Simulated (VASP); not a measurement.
# Ag (I4/mmm) in VASP: notebook

Ag is run at these levels: PBE; tasks: electric field gradients.

Everything below comes from runs of VASP 6.6.1. Logs are shortened: lines on timing, memory, paths and dates and some standing lists are left out, and cuts for length are marked.

## (1) The cell of the first run

It takes space group I4/mmm (No. 139, tetragonal). The conventional cell has a = 2.803 Å, b = 2.803 Å, c = 4.086 Å, α = 90.00°, β = 90.00°, γ = 90.00°. Ag (site symmetry 4/mmm) has 12 Ag at 2.80 to 2.85 Å within 3.7 Å.

## (2) Electric field gradients, PBE (equal xx and yy strain of -3 %)

File INCAR:

```
SYSTEM = Ag
PREC     = Accurate       ! precision mode
ENCUT    = 400            ! plane-wave cutoff, eV
EDIFF    = 1E-8           ! SCF threshold, eV
ISMEAR   = -1             ! smearing method
SIGMA    = 0.05           ! smearing width, eV
LREAL    = .False.        ! projectors in reciprocal space
LASPH    = .True.         ! aspherical terms in the spheres
NELM     = 120            ! most SCF steps
ALGO     = Normal         ! electronic algorithm
ISIF     = 2              ! what is computed and relaxed
LWAVE    = .False.        ! write WAVECAR
LCHARG   = .False.        ! write CHGCAR
GGA      = PE             ! functional
LEFG     = .True.       
NBANDS   = 12             ! bands
GGA_COMPAT= .False.
```

File KPOINTS:

```
regular mesh
0
Gamma
  15 15 15
  0 0 0
```

File POSCAR:

```
Ag
1.0
    0.0000000000      1.9818070000      2.0431000000
    1.9818070000      0.0000000000      2.0431000000
    1.9818070000      1.9818070000      0.0000000000
Ag
1
Direct
    0.0000000000      0.0000000000      0.0000000000
```

Potentials or basis: VASP PAW PBE potentials, release 64 (Ag).

On the command line:

```bash
$ cat potpaw_PBE.64/Ag/POTCAR > POTCAR
$ mpirun -np 1 vasp_std > vasp.out
```

OUTCAR:

```text
SYSTEM = Ag
   PREC = Accurate
   ENCUT = 400
   EDIFF = 1E-8
   ISMEAR = -1
   LREAL = .False.
   LASPH = .True.
   NELM = 120
   ISIF = 2
   GGA = PE

 ion  position               nearest neighbor table
   1  0.000  0.000  0.000-

  LATTYP: Found a body centered tetragonal cell.
 ALAT       =     2.8026983374
 C/A-ratio  =     1.4579521262

  Lattice vectors:

 A1 = (  -1.9818070000,   0.0000000000,   2.0431000000)
 A2 = (   1.9818070000,   0.0000000000,   2.0431000000)
 A3 = (   0.0000000000,   1.9818070000,  -2.0431000000)

Analysis of symmetry for initial positions (statically):
=====================================================================
 Subroutine PRICEL returns:
 Original cell was already a primitive cell.

 Routine SETGRP: Setting up the symmetry group for a
 body centered tetragonal supercell.

 Subroutine GETGRP returns: Found 16 space group operations
 (whereof 16 operations were pure point group operations)
 out of a pool of 16 trial point group operations.

The static configuration has the point symmetry D_4h.

Analysis of symmetry for dynamics (positions and initial velocities):
=====================================================================
 Subroutine PRICEL returns:
 Original cell was already a primitive cell.

 Routine SETGRP: Setting up the symmetry group for a
 body centered tetragonal supercell.

 Subroutine GETGRP returns: Found 16 space group operations
 (whereof 16 operations were pure point group operations)
 out of a pool of 16 trial point group operations.

The dynamic configuration has the point symmetry D_4h.

 Subroutine INISYM returns: Found 16 space group operations
 (whereof 16 operations are pure point group operations),
 and found     1 'primitive' translations

----------------------------------------------------------------------------------------

                                     Primitive cell

  volume of cell :      16.0488

  direct lattice vectors                    reciprocal lattice vectors
     0.000000000  1.981807000  2.043100000    -0.252295001  0.252295001  0.244726151
     1.981807000  0.000000000  2.043100000     0.252295001 -0.252295001  0.244726151
     1.981807000  1.981807000  0.000000000     0.252295001  0.252295001 -0.244726151

  length of vectors
     2.846369020  2.846369020  2.802698337     0.432662021  0.432662021  0.432662021

  position of ions in fractional coordinates (direct lattice)
     0.000000000  0.000000000  0.000000000

  ion indices of the primitive-cell ions
   primitive index   ion index
                 1           1

----------------------------------------------------------------------------------------

 KPOINTS: regular mesh

Automatic generation of k-mesh.
 Grid dimensions read from file:
 generate k-points for:   15   15   15

 Generating k-lattice:

  Cartesian coordinates                     Fractional coordinates (reciprocal lattice)
    -0.016819667  0.016819667  0.016315077     0.066666667  0.000000000  0.000000000
     0.016819667 -0.016819667  0.016315077     0.000000000  0.066666667  0.000000000
     0.016819667  0.016819667 -0.016315077     0.000000000  0.000000000  0.066666667

  Length of vectors
     0.028844135  0.028844135  0.028844135

  Shift w.r.t. Gamma in fractional coordinates (k-lattice)
     0.000000000  0.000000000  0.000000000

 Subroutine IBZKPT returns following result:
 ===========================================

 Found    288 irreducible k-points:

 Following reciprocal coordinates:
            Coordinates               Weight
  0.000000  0.000000  0.000000      1.000000
  0.066667  0.000000  0.000000      8.000000
  0.133333  0.000000  0.000000      8.000000
  0.200000  0.000000  0.000000      8.000000
  0.266667  0.000000  0.000000      8.000000
  0.333333  0.000000  0.000000      8.000000
[... 16 lines left out ...]
  0.133333  0.133333  0.000000      2.000000
  0.200000  0.133333  0.000000      8.000000
 [... further k-points ...]
   k-points           NKPTS =    288   k-points in BZ     NKDIM =    288   number of bands    NBANDS=     12
   number of dos      NEDOS =    301   number of ions     NIONS =      1
   total plane-waves  NPLWV =   7200
   dimension x,y,z NGX =    20 NGY =   20 NGZ =   18
   dimension x,y,z NGXF=    40 NGYF=   40 NGZF=   36
   ions per type =               1
   NGX,Y,Z   is equivalent  to a cutoff of  11.68, 11.68, 10.68 a.u.
   NGXF,Y,Z  is equivalent  to a cutoff of  23.36, 23.36, 21.35 a.u.
 SYSTEM =  Ag
   PREC   = accura    normal or accurate (medium, high low for compatibility)
   ISTART =      0    job   : 0-new  1-cont  2-samecut
   ICHARG =      2    charge: 1-file 2-atom 10-const
   ISPIN  =      1    spin polarized calculation?
   LNONCOLLINEAR =      F non collinear calculations
   LSORBIT =      F    spin-orbit coupling
   LASPH  =      T    aspherical Exc in radial PAW
   ENCUT  =  400.0 eV  29.40 Ry    5.42 a.u.   4.64  4.64  4.57*2*pi/ulx,y,z
   NELM   =    120;   NELMIN=  2; NELMDL= -5     # of ELM steps
   EDIFF  = 0.1E-07   stopping-criterion for ELM
   LREAL  =      F    real-space projection
   EDIFFG = 0.1E-06   stopping-criterion for IOM
   NSW    =      0    number of steps for IOM
   IBRION =     -1    ionic relax: 0-MD 1-quasi-New 2-CG
   NFREE  =      0    steps in history (QN), initial steepest desc. (CG)
   ISIF   =      2    stress and relaxation
   ISYM   =      2    0-nonsym 1-usesym 2-fastsym
   POTIM  = 0.5000    time-step for ionic-motion
   TEBEG  =    0.0;   TEEND  =   0.0 temperature during run
   PSTRESS=    0.0 pullay stress
   NELECT =      11.0000    total number of electrons
   NUPDOWN=      -1.0000    fix difference up-down
   EMIN   =  10.00;   EMAX   =-10.00  energy-range for DOS
   EFERMI =   0.00;   METHOD = LEGACY
   ISMEAR =    -1;   SIGMA  =   0.05  broadening in eV -4-tet -1-fermi 0-gaus
   EFERMI_NEDOS =   21; number of points for ismear=-14 and -15
   IALGO  =     38    algorithm
   IMIX   =      4    mixing-type and parameters
     AMIX     =   0.40;   BMIX     =  1.00
     AMIX_MAG =   1.60;   BMIX_MAG =  1.00
  volume/ion in A,a.u.               =      16.05       108.30
  Fermi-wavevector in a.u.,A,eV,Ry     =   1.443416  2.727661 28.347068  2.083451
  Thomas-Fermi vector in A             =   2.561826
   LORBIT       =      0    0 simple, 1 ext, 2 COOP (PROOUT), +10 PAW based schemes
   GGA     = PE    functional components
   LHFCALC =     F    Hartree Fock is set to
   AEXX    =    0.0000 exact exchange contribution
   IVDW    =     0    specifies the selected vdW correction
   LEPSILON=     F    determine dielectric tensor
   LRPA    =     F    only Hartree local field effects (RPA)
 non-spin polarized calculation
  energy-cutoff  :      400.00
  volume of cell :       16.05
 maximum number of plane-waves:       310
   NGX =  9   NGY =  9   NGZ =  9

 number of electron      10.9999998 magnetization

 Free energy of the ion-electron system (eV)
  ---------------------------------------------------
  ext. energy  EPLUGINS =         0.00000000
  ---------------------------------------------------
  free energy    TOTEN  =        -2.65086731 eV

  energy without entropy =       -2.64772718  energy(sigma->0) =       -2.64929725

 E-fermi :   9.4642     XC(G=0): -12.5759

 val. band max:        9.4640290608   @ k =  -0.4667   0.2667   0.2000
 cond. band min:       9.4672507392   @ k =   0.4667   0.0667   0.4000
 fundamental gap:      0.0032216784
 Fermi energy:         9.4642204511

 k-point     1 :       0.0000    0.0000    0.0000
  band No.  band energies     occupation
      1       1.0766      2.00000
      2       4.1198      2.00000
      3       4.3352      2.00000
      4       4.3352      2.00000
      5       5.2959      2.00000
      6       5.5202      2.00000
      7      25.4595      0.00000
      8      29.0601      0.00000
      9      29.5470      0.00000
     10      29.5470      0.00000
     11      34.3459      0.00000
     12      35.7876      0.00000

 k-point     2 :       0.0667    0.0000    0.0000
  band No.  band energies     occupation
      1       1.2225      2.00000
      2       4.1342      2.00000
      3       4.3266      2.00000
      4       4.3770      2.00000
      5       5.2836      2.00000
      6       5.4992      2.00000
      7      25.5131      0.00000
      8      28.2229      0.00000
      9      29.3352      0.00000
     10      29.6324      0.00000
     11      34.4817      0.00000
     12      35.6294      0.00000
[... 316 lines left out ...]
 k-point    24 :       0.2000    0.1333    0.0000
  band No.  band energies     occupation
      1       2.2257      2.00000
      2       3.7260      2.00000
      3       4.6608      2.00000
      4       4.7643      2.00000
      5       5.0725      2.00000
      6       5.6988      2.00000
      7      24.9995      0.00000
      8      26.3722      0.00000
      9      27.1668      0.00000
     10      28.2705      0.00000
     11      32.0756      0.00000
     12      35.4218      0.00000

 [... further k-points ...]

------------------------ aborting loop because EDIFF is reached ----------------------------------------

  FORCE on cell =-STRESS in cart. coord.  units (eV):
  Direction    XX          YY          ZZ          XY          YZ          ZX
  --------------------------------------------------------------------------------------
  -------------------------------------------------------------------------------------
  Total        1.2909662      1.2909662      1.1609750      0.0000000      0.0000000     -0.0000000
  in kB      128.8792869    128.8792869    115.9020468      0.0000000      0.0000000     -0.0000000
  external PRESSURE =     124.5535402 kB  Pullay stress =       0.0000000 kB

 VOLUME and BASIS-vectors are now :
 -----------------------------------------------------------------------------
  energy-cutoff  :      400.00
  volume of cell :       16.05
      direct lattice vectors                 reciprocal lattice vectors
     0.000000000  1.981807000  2.043100000    -0.252295001  0.252295001  0.244726151
     1.981807000  0.000000000  2.043100000     0.252295001 -0.252295001  0.244726151
     1.981807000  1.981807000  0.000000000     0.252295001  0.252295001 -0.244726151

 POSITION                                       TOTAL-FORCE (eV/Angst)
 -----------------------------------------------------------------------------------
      0.00000      0.00000      0.00000         0.000000      0.000000     -0.000000
 -----------------------------------------------------------------------------------
    total drift:                                0.000000     -0.000000      0.000000

  FREE ENERGIE OF THE ION-ELECTRON SYSTEM (eV)
  ---------------------------------------------------
  free  energy   TOTEN  =        -2.6508673149 eV

  energy  without entropy=       -2.6477271763  energy(sigma->0) =       -2.64929725

 Electric field gradients (V/A^2)
---------------------------------------------------------------------
 ion       V_xx      V_yy      V_zz      V_xy      V_xz      V_yz
---------------------------------------------------------------------
   1      -0.582    -0.582     1.164     0.001    -0.000    -0.000
---------------------------------------------------------------------

 Electric field gradients after diagonalization (V/A^2)
 (convention: |V_zz| > |V_xx| > |V_yy|)
----------------------------------------------------------------------
 ion       V_xx      V_yy      V_zz     asymmetry (V_yy - V_xx)/ V_zz
----------------------------------------------------------------------
   1      -0.583    -0.582     1.164       0.001
----------------------------------------------------------------------

           NMR quadrupolar parameters

 Cq : quadrupolar parameter    Cq=e*Q*V_zz/h
 eta: asymmetry parameters     (V_yy - V_xx)/ V_zz
 Q  : nuclear electric quadrupole moment in mb (millibarn)
----------------------------------------------------------------------
 ion       Cq(MHz)       eta       Q (mb)
----------------------------------------------------------------------
   1       0.003       0.001       1.000
----------------------------------------------------------------------
```

Wall time 58 s (1 thread of Intel Xeon 8259CL, shared host); peak memory 0.15 GiB.

What came out:

```yaml
Free_energy: -2.6509 eV
Pressure: 12.5 GPa
Band_gap_on_the_k_mesh: zero (an odd number of electrons rules out a gap without spin polarisation)
Largest_electric_field_gradient_by_atom: Ag +1.2 V/Å²
```

Levels at points of the mesh, in eV from the Fermi level:
| k point | band 3 | band 4 | band 5 | band 6 | band 7 | band 8 | band 9 | band 10 |
| --- | --- | --- | --- | --- | --- | --- | --- | --- |
| (0.00, 0.00, 0.00) | -5.13 | -5.13 | -4.17 | -3.94 | 16.00 | 19.60 | 20.08 | 20.08 |

Electric field gradients, principal values (V/Å²):
| atom | least | middle | greatest (by size) |
| --- | --- | --- | --- |
| 1 Ag | -0.582 | -0.583 | 1.164 |

Caveat: the cell differs from its parent crystal (equal xx and yy strain of -3 %); the cell stands under pressure; without QUAD_EFG the Cq values of the log hold for a quadrupole moment of 1 mb, not for the nuclei.

[end of part 1 of 2]
